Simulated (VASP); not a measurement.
# Sn (I4_1/amd) in VASP: a series of runs, part 2 of 2

VASP 6.6.1. Earlier steps stand in the parts before.

**3. Single point, PBEsol (zz strain of -1 %)**

File INCAR:

```
ALGO = Normal
EDIFF = 1E-7
ENCUT = 520
GGA = PS
ISIF = 2
ISMEAR = -1
LASPH = T
LCHARG = F
LREAL = F
LWAVE = F
NBANDS = 21
NELM = 100
PREC = Accurate
SIGMA = 0.05
```

File KPOINTS:

```
k-points
0
Gamma
  11 11 11
```

File POSCAR:

```
Sn
1.0
    0.0000000000      3.2456000000      3.2131440000
    3.2456000000      0.0000000000      3.2131440000
    3.2456000000      3.2456000000      0.0000000000
Sn
2
Direct
    0.5000000000      0.5000000000      0.5000000000
    0.7500000000      0.7500000000      0.7500000000
```

Potentials or basis: VASP PAW PBE potentials, release 64 (Sn_d).

Run with:

```sh
$ cat potpaw_PBE.64/Sn_d/POTCAR > POTCAR
$ mpirun -np 1 vasp_std > vasp.out
```

OUTCAR:

```text
EDIFF = 1E-7
   ENCUT = 520
   GGA = PS
   ISIF = 2
   ISMEAR = -1
   LASPH = T
   LREAL = F
   NELM = 100
   PREC = Accurate

 ion  position               nearest neighbor table
   1  0.500  0.500  0.500-   2 2.80   2 2.80   2 2.80   2 2.80
   2  0.750  0.750  0.750-   1 2.80   1 2.80   1 2.80   1 2.80

  LATTYP: Found a body centered tetragonal cell.
 ALAT       =     4.5899715380
 C/A-ratio  =     1.4000714267

  Lattice vectors:

 A1 = (   0.0000000000,  -3.2456000000,  -3.2131440000)
 A2 = (   0.0000000000,   3.2456000000,  -3.2131440000)
 A3 = (   3.2456000000,   0.0000000000,   3.2131440000)

Analysis of symmetry for initial positions (statically):
=====================================================================
 Subroutine PRICEL returns:
 Original cell was already a primitive cell.

 Routine SETGRP: Setting up the symmetry group for a
 body centered tetragonal supercell.

 Subroutine GETGRP returns: Found 16 space group operations
 (whereof  8 operations were pure point group operations)
[... 161 lines left out ...]
  ---------------------------------------------------
  free energy    TOTEN  =        -8.45516305 eV

  energy without entropy =       -8.45341967  energy(sigma->0) =       -8.45429136

 E-fermi :   5.5812     XC(G=0):  -9.1070

 val. band max:        5.5548920226   @ k =   0.4545   0.0000   0.0000
 cond. band min:       5.6511124947   @ k =   0.0000   0.0000   0.0000
 fundamental gap:      0.0962204721
 Fermi energy:         5.5811996274

 k-point     1 :       0.0000    0.0000    0.0000
  band No.  band energies     occupation
      1     -16.0338      2.00000
      2     -16.0297      2.00000
      3     -16.0297      2.00000
      4     -15.9700      2.00000
      5     -15.9684      2.00000
      6     -15.6519      2.00000
[... 565 lines left out ...]
     20      13.1319      0.00000
     21      13.4085      0.00000

 [... further k-points ...]

------------------------ aborting loop because EDIFF is reached ----------------------------------------

  FORCE on cell =-STRESS in cart. coord.  units (eV):
  Direction    XX          YY          ZZ          XY          YZ          ZX
  --------------------------------------------------------------------------------------
  -------------------------------------------------------------------------------------
  Total        0.5477921      0.5477921      0.6728131      0.0000000     -0.0000000      0.0000000
  in kB       12.9651102     12.9651102     15.9240980      0.0000000     -0.0000000      0.0000000
  external PRESSURE =      13.9514395 kB  Pullay stress =       0.0000000 kB

 VOLUME and BASIS-vectors are now :
 -----------------------------------------------------------------------------
  energy-cutoff  :      520.00
  volume of cell :       67.69
      direct lattice vectors                 reciprocal lattice vectors
     0.000000000  3.245600000  3.213144000    -0.154054720  0.154054720  0.155610829
     3.245600000  0.000000000  3.213144000     0.154054720 -0.154054720  0.155610829
     3.245600000  3.245600000  0.000000000     0.154054720  0.154054720 -0.155610829

 POSITION                                       TOTAL-FORCE (eV/Angst)
 -----------------------------------------------------------------------------------
      3.24560      3.24560      3.21314         0.000000      0.000000      0.000000
      4.86840      4.86840      4.81972        -0.000000     -0.000000      0.000000
 -----------------------------------------------------------------------------------
    total drift:                                0.000000      0.000000      0.000000

  FREE ENERGIE OF THE ION-ELECTRON SYSTEM (eV)
  ---------------------------------------------------
  free  energy   TOTEN  =        -8.4551630456 eV

  energy  without entropy=       -8.4534196698  energy(sigma->0) =       -8.45429136
```

OSZICAR:

```text
N       E                     dE             d eps       ncg     rms          rms(c)
DAV:   1     0.229841536673E+03    0.22984E+03   -0.14852E+04  5372   0.194E+03
DAV:   2     0.163926587491E+02   -0.21345E+03   -0.20883E+03  5332   0.449E+02
DAV:   3    -0.776281952479E+01   -0.24155E+02   -0.24020E+02  6222   0.140E+02
DAV:   4    -0.853666592772E+01   -0.77385E+00   -0.77354E+00  5907   0.283E+01
DAV:   5    -0.856332970728E+01   -0.26664E-01   -0.26663E-01  7697   0.510E+00    0.332E+00
DAV:   6    -0.848938955001E+01    0.73940E-01   -0.41392E-02  7120   0.265E+00    0.188E+00
DAV:   7    -0.845393968821E+01    0.35450E-01   -0.55231E-02  6505   0.256E+00    0.166E-01
DAV:   8    -0.845490564587E+01   -0.96596E-03   -0.72640E-03  5972   0.998E-01    0.533E-02
DAV:   9    -0.845515653390E+01   -0.25089E-03   -0.39754E-04  6717   0.173E-01    0.117E-02
DAV:  10    -0.845516163856E+01   -0.51047E-05   -0.15452E-05  6661   0.326E-02    0.537E-03
DAV:  11    -0.845516313741E+01   -0.14988E-05   -0.27631E-06  5959   0.111E-02    0.609E-04
DAV:  12    -0.845516304558E+01    0.91826E-07   -0.16891E-07  5309   0.466E-03
   1 F= -.84551630E+01 E0= -.84542914E+01  d E =-.174338E-02
```

stdout:

```text
POSCAR found type information on POSCAR Sn
 POSCAR found :  1 types and       2 ions
 scaLAPACK will be used
 -----------------------------------------------------------------------------
|                                                                             |
|                                                                             |
|     You enforced a specific xc type in the INCAR file but a different       |
|     I HOPE YOU KNOW WHAT YOU ARE DOING!                                     |
|                                                                             |
 -----------------------------------------------------------------------------

 LDA part: xc-table for (Slater+PW92), standard interpolation
 POSCAR, INCAR and KPOINTS ok, starting setup
 FFT: planning ... GRIDC
 FFT: planning ... GRID_SOFT
 FFT: planning ... GRID
 WAVECAR not read
 entering main loop
```

Run time: 61 s. Hardware: 1 thread of Intel Xeon 6975P-C (Granite Rapids), shared host; peak memory 0.29 GiB.

Results:

| Property | Result |
| --- | --- |
| Free energy | -8.4552 eV |
| Pressure | 1.4 GPa |
| Band gap on the k mesh | zero (band 14 reaches 5.65 eV, above the bottom of band 15 at 5.55 eV) |

Stress tensor (GPa, compression positive):
```
1.30 0.00 0.00
0.00 1.30 0.00
0.00 0.00 1.59
```

Caveat: the cell differs from its parent crystal (zz strain of -1 %); the PAW data sets were made with another functional, which shifts forces and pressure a little; spin-orbit coupling is left out, which moves the levels of the heavy elements.

**4. Single point, PBEsol (zz strain of +1 %)**

File INCAR:

```
SYSTEM = Sn
PREC = Accurate ; ENCUT = 520
EDIFF = 1E-6 ; ISMEAR = -1
SIGMA = 0.05 ; LREAL = .False.
LASPH = .True. ; NELM = 80
ALGO = Normal ; ISIF = 2
LWAVE = .False. ; LCHARG = .True.
GGA = PS ; LELF = .True.
LVHAR = .True. ; NBANDS = 21
```

File KPOINTS:

```
regular mesh
0
Gamma
  11 11 11
  0 0 0
```

File POSCAR:

```
Sn
1.0
    0.0000000000      3.2456000000      3.2780560000
    3.2456000000      0.0000000000      3.2780560000
    3.2456000000      3.2456000000      0.0000000000
Sn
2
Direct
    0.5000000000      0.5000000000      0.5000000000
    0.7500000000      0.7500000000      0.7500000000
```

Run with:

```sh
$ cat potpaw_PBE.64/Sn_d/POTCAR > POTCAR
$ mpirun -np 1 vasp_std > vasp.out
```

It took 63 s on 1 thread of Intel Xeon 6975P-C (Granite Rapids), shared host; peak memory 0.29 GiB.

Results (log left out):

| Item | Value |
| --- | --- |
| Free energy | -8.4636 eV |
| Pressure | 0.5 GPa |
| Band gap on the k mesh | zero (band 14 reaches 5.48 eV, above the bottom of band 15 at 5.30 eV) |

Stress tensor (GPa, compression positive):
```
0.58 0.00 0.00
0.00 0.58 0.00
0.00 0.00 0.28
```

Levels at points of the mesh, in eV from the Fermi level:
```csv
k point,band 10,band 11,band 12,band 13,band 14,band 15,band 16,band 17,band 18,band 19
"(0.00, 0.00, 0.00)",-21.19,-10.54,-0.75,0.06,0.13,0.13,2.15,2.15,2.19,4.87
```

Caveat: the cell differs from its parent crystal (zz strain of +1 %); the PAW data sets were made with another functional, which shifts forces and pressure a little; spin-orbit coupling is left out, which moves the levels of the heavy elements.

**5. Single point, PBEsol (zz strain of +2 %)**

File INCAR:

```
SYSTEM = Sn
PREC = Accurate
ENCUT = 520
EDIFF = 1E-6
ISMEAR = -1
SIGMA = 0.05
LREAL = .FALSE.
LASPH = .TRUE.
NELM = 60
ALGO = Normal
ISIF = 2
LWAVE = .FALSE.
LCHARG = .FALSE.
GGA = PS
NBANDS = 21
```

File KPOINTS:

```
Automatic mesh
0
G
  11 11 11
  0 0 0
```

File POSCAR:

```
Sn
1.0
    0.0000000000      3.2456000000      3.3105120000
    3.2456000000      0.0000000000      3.3105120000
    3.2456000000      3.2456000000      0.0000000000
Sn
2
Direct
    0.5000000000      0.5000000000      0.5000000000
    0.7500000000      0.7500000000      0.7500000000
```

Potentials or basis: VASP PAW PBE potentials, release 64 (Sn_d).

Run with:

```sh
$ cat potpaw_PBE.64/Sn_d/POTCAR > POTCAR
$ mpirun -np 1 vasp_std > vasp.out
```

OUTCAR:

```text
SYSTEM = Sn
   PREC = Accurate
   ENCUT = 520
   EDIFF = 1E-6
   ISMEAR = -1
   LREAL = .FALSE.
   LASPH = .TRUE.
   NELM = 60
   ISIF = 2
   GGA = PS

 ion  position               nearest neighbor table
   1  0.500  0.500  0.500-   2 2.83   2 2.83   2 2.83   2 2.83
   2  0.750  0.750  0.750-   1 2.83   1 2.83   1 2.83   1 2.83

  LATTYP: Found a body centered tetragonal cell.
 ALAT       =     4.5899715380
 C/A-ratio  =     1.4424978336

[... 190 lines left out ...]
      1     -16.2889      2.00000
      2     -16.2889      2.00000
      3     -16.2818      2.00000
      4     -16.2300      2.00000
      5     -16.2277      2.00000
      6     -15.9417      2.00000
[... 565 lines left out ...]
     20      12.6410      0.00000
     21      13.0752      0.00000

 [... further k-points ...]
[... 5 lines left out ...]
  --------------------------------------------------------------------------------------
  -------------------------------------------------------------------------------------
  Total        0.1107757      0.1107757     -0.1464211      0.0000000      0.0000000      0.0000000
  in kB        2.5447187      2.5447187     -3.3635605      0.0000000      0.0000000      0.0000000
  external PRESSURE =       0.5752923 kB  Pullay stress =       0.0000000 kB

 VOLUME and BASIS-vectors are now :
 -----------------------------------------------------------------------------
  energy-cutoff  :      520.00
  volume of cell :       69.75
      direct lattice vectors                 reciprocal lattice vectors
     0.000000000  3.245600000  3.310512000    -0.154054720  0.154054720  0.151034039
     3.245600000  0.000000000  3.310512000     0.154054720 -0.154054720  0.151034039
     3.245600000  3.245600000  0.000000000     0.154054720  0.154054720 -0.151034039

 POSITION                                       TOTAL-FORCE (eV/Angst)
 -----------------------------------------------------------------------------------
      3.24560      3.24560      3.31051        -0.000000     -0.000000     -0.000000
      4.86840      4.86840      4.96577         0.000000      0.000000      0.000000
 -----------------------------------------------------------------------------------
    total drift:                                0.000000      0.000000      0.000000

  FREE ENERGIE OF THE ION-ELECTRON SYSTEM (eV)
  ---------------------------------------------------
  free  energy   TOTEN  =        -8.4636530715 eV

  energy  without entropy=       -8.4617286436  energy(sigma->0) =       -8.46269086
```

It took 60 s on 1 thread of Intel Xeon 6975P-C (Granite Rapids), shared host; peak memory 0.29 GiB.

What came out:

```
Free energy            : -8.4637 eV
Pressure               : 0.1 GPa
Band gap on the k mesh : zero (band 14 reaches 5.40 eV, above the bottom of band 15 at 5.18 eV)
```

Caveat: the cell differs from its parent crystal (zz strain of +2 %); the PAW data sets were made with another functional, which shifts forces and pressure a little; spin-orbit coupling is left out, which moves the levels of the heavy elements.

**6. The runs side by side**

```csv
cell,gap on the mesh (eV),pressure (GPa)
"a = 4.544, b = 4.544, c = 4.590 Å, angles 59.7, 59.7, 60.7°, 2 atoms",none,1.9
"a = 4.567, b = 4.567, c = 4.590 Å, angles 59.8, 59.8, 60.3°, 2 atoms",none,1.4
"a = 4.613, b = 4.613, c = 4.590 Å, angles 60.2, 60.2, 59.7°, 2 atoms",none,0.5
"a = 4.636, b = 4.636, c = 4.590 Å, angles 60.3, 60.3, 59.3°, 2 atoms",none,0.1
```

Alike in all rows: task single point; level PBEsol; potentials or basis VASP PAW PBE potentials, release 64 (Sn_d); no spin polarisation; k mesh 11 × 11 × 11; cutoff (eV) 520; smearing fermi-dirac 0.05 eV.

Caveats: the PAW data sets were made with another functional, which shifts forces and pressure a little; spin-orbit coupling is left out, which moves the levels of the heavy elements.

Total energies depend on the potentials used, so only differences within one code and one set of settings carry meaning.
